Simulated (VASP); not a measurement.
A run of VASP 6.6.1 is set up as follows.

Contents of INCAR:

```
ALGO     = Normal         # electronic algorithm
EDIFF    = 1E-6           # SCF threshold, eV
ENCUT    = 520            # plane-wave cutoff, eV
GGA      = PE             # functional
ISIF     = 2              # what is computed and relaxed
ISMEAR   = 0              # smearing method
LASPH    = T              # aspherical terms in the spheres
LCHARG   = F              # write CHGCAR
LREAL    = Auto         
LWAVE    = F              # write WAVECAR
NBANDS   = 65             # bands
NELM     = 60             # most SCF steps
PREC     = Accurate       # precision mode
SIGMA    = 0.1            # smearing width, eV
```

Contents of KPOINTS:

```
k-points
0
Gamma
  12 12 1
```

POSCAR

```
Zn2Si3N3
1.0
    2.8823803966      0.0000000000      0.0000000000
   -1.4411901983      2.4962146469      0.0000000000
    0.0000000000      0.0000000000     34.3285353282
Zn Si N
4 6 6
Direct
    0.6666666667      0.3333333333      0.5984576850
    0.3333333333      0.6666666667      0.4015423150
    0.6666666667      0.3333333333      0.4676939785
    0.3333333333      0.6666666667      0.5323060215
    0.0000000000      0.0000000000      0.0349827774
    0.0000000000      0.0000000000      0.9650172226
    0.6666666667      0.3333333333      0.8161704147
    0.6666666667      0.3333333333      0.7453578627
    0.3333333333      0.6666666667      0.1838295853
    0.3333333333      0.6666666667      0.2546421373
    0.3333333333      0.6666666667      0.0514619200
    0.6666666667      0.3333333333      0.9485380800
    0.0000000000      0.0000000000      0.8326297519
    0.0000000000      0.0000000000      0.7287907519
    0.0000000000      0.0000000000      0.1673702481
    0.0000000000      0.0000000000      0.2712092481
```

Potentials or basis: VASP PAW PBE potentials, release 64 (Zn, Si, N).

Launch:

```sh
$ cat potpaw_PBE.64/Zn/POTCAR potpaw_PBE.64/Si/POTCAR potpaw_PBE.64/N/POTCAR > POTCAR
$ mpirun -np 1 vasp_std > vasp.out
```

(1) Predict the pressure.

(2) What does it give for the band gap on the k mesh?

(3) Estimate the largest force.

Results:

(1) 0.0 GPa.

(2) zero (bands 51 and 52 overlap by 2.15 eV).

(3) 0.025 eV/Å.
